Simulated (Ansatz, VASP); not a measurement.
## YN: VASP beside Ansatz

INCAR

```
SYSTEM = YN
  PREC = Accurate
  ENCUT = 600
  EDIFF = 1E-6
  ISMEAR = 0
  SIGMA = 0.01
  LREAL = .False.
  LASPH = .True.
  NELM = 120
  ALGO = Normal
  ISIF = 2
  LWAVE = .False.
  LCHARG = .True.
  GGA = PS
  LELF = .True.
  LVHAR = .True.
  NBANDS = 15
  GGA_COMPAT = .False.
```

KPOINTS

```
regular mesh
0
Gamma
  10 10 10
  0 0 0
```

The input POSCAR:

```
YN
1.0
    0.0000000000      2.4450000000      2.4450000000
    2.4450000000      0.0000000000      2.4450000000
    2.4450000000      2.4450000000      0.0000000000
Y N
1 1
Direct
    0.0000000000      0.0000000000      0.0000000000
    0.5000000000      0.5000000000      0.5000000000
```

Input for Ansatz:

```yaml
crystal:
  lattice:
    - [0.0, 2.445, 2.445]
    - [2.445, 0.0, 2.445]
    - [2.445, 2.445, 0.0]
  atoms:
    - { symbol: "Y", position: [0.0, 0.0, 0.0] }
    - { symbol: "N", position: [0.5, 0.5, 0.5] }
basis:
  ecutwfc: 420
kpoints:
  mp_grid: { grid: [10, 10, 10] }
  band_path:
    path:
      - [0.0, 0.0, 0.0]
      - [0.0, 0.0, 0.0]
      - [0.0, 0.0, 0.0]
      - [0.0, 0.0, 0.0]
      - [0.0, 0.0, 0.0]
      - [0.0, 0.0, 0.0]
      - [0.0, 0.0, 0.0]
      - [0.0, 0.0, 0.0]
      - [0.0, 0.0, 0.0]
      - [0.0, 0.0, 0.0]
      - [0.0, 0.0, 0.0]
      - [0.0, 0.0, 0.0]
      - [0.0, 0.0, 0.0]
      - [0.0, 0.0, 0.0]
      - [0.0, 0.0, 0.0]
      - [0.0, 0.0, 0.0]
      - [0.0, 0.0, 0.0]
      - [0.0, 0.0, 0.0]
      - [0.0, 0.0, 0.0]
      - [0.0, 0.0, 0.0]
      - [0.0, 0.0, 0.0]
      - [0.0, 0.0, 0.0]
      - [0.0, 0.0, 0.0]
      - [0.0, 0.0, 0.0]
      - [0.0, 0.0, 0.0]
      - [0.0, 0.0, 0.0]
      - [0.3, 0.3, 0.0]
      - [0.3166666667, 0.3166666667, 0.0]
      - [0.3333333333, 0.3333333333, 0.0]
      - [0.35, 0.35, 0.0]
      - [0.3666666667, 0.3666666667, 0.0]
      - [0.3833333333, 0.3833333333, 0.0]
      - [0.4, 0.4, 0.0]
      - [0.4166666667, 0.4166666667, 0.0]
      - [0.4333333333, 0.4333333333, 0.0]
      - [0.45, 0.45, 0.0]
      - [0.4666666667, 0.4666666667, 0.0]
      - [0.4833333333, 0.4833333333, 0.0]
      - [0.5, 0.5, 0.0]
      - [0.5, 0.5, 0.5]
      - [0.5, 0.5, 0.5]
      - [0.5, 0.5, 0.5]
      - [0.5, 0.5, 0.5]
      - [0.5, 0.5, 0.5]
      - [0.5, 0.5, 0.5]
      - [0.5, 0.5, 0.5]
      - [0.5, 0.5, 0.5]
      - [0.5, 0.5, 0.5]
      - [0.5, 0.5, 0.5]
      - [0.5, 0.5, 0.5]
      - [0.5, 0.5, 0.5]
      - [0.5, 0.5, 0.5]
      - [0.5, 0.5, 0.5]
      - [0.5, 0.5, 0.5]
      - [0.5, 0.5, 0.5]
      - [0.5, 0.5, 0.5]
      - [0.5, 0.5, 0.5]
      - [0.5, 0.5, 0.5]
      - [0.5, 0.5, 0.5]
      - [0.5, 0.5, 0.5]
      - [0.5, 0.5, 0.5]
      - [0.5, 0.5, 0.5]
      - [0.5, 0.5, 0.5]
      - [0.5, 0.5, 0.5]
      - [0.5, 0.5, 0.5]
    npoints: 1
hamiltonian:
  xc: pbesol
  pseudopotentials: { kind: paw, azcp: { folder: soft_1 } }
scf:
  occupations: { method: gaussian, width: 0.01 }
  n_extra_bands: 5
output:
  eigenvalues: true
```

Alike in both runs: task single point; functional PBEsol; k mesh 10 × 10 × 10; occupations gaussian, width 0.01 eV; no spin polarisation.

|  | VASP | Ansatz |
| --- | --- | --- |
| version | VASP 6.6.1 | Ansatz 0.2.0 |
| potentials or method | VASP PAW PBE potentials, release 64 (Y_sv, N), cutoff 600 eV | scalar-relativistic, plane waves, PAW |
| valence electrons in the cell | 16 | 16 |

|  | VASP | Ansatz | Ansatz less VASP |
| --- | --- | --- | --- |
| gap on the k mesh at the Fermi level (eV) | 0.11 | 0.11 | +0.001 |
| least direct gap on the mesh (eV) | 0.50 | 0.50 | +0.002 |

VASP's potentials were made for PBE, not for PBEsol, and Ansatz warns of the same on its side. The functional is the same, so the differences come from potentials, cutoffs and numerics.
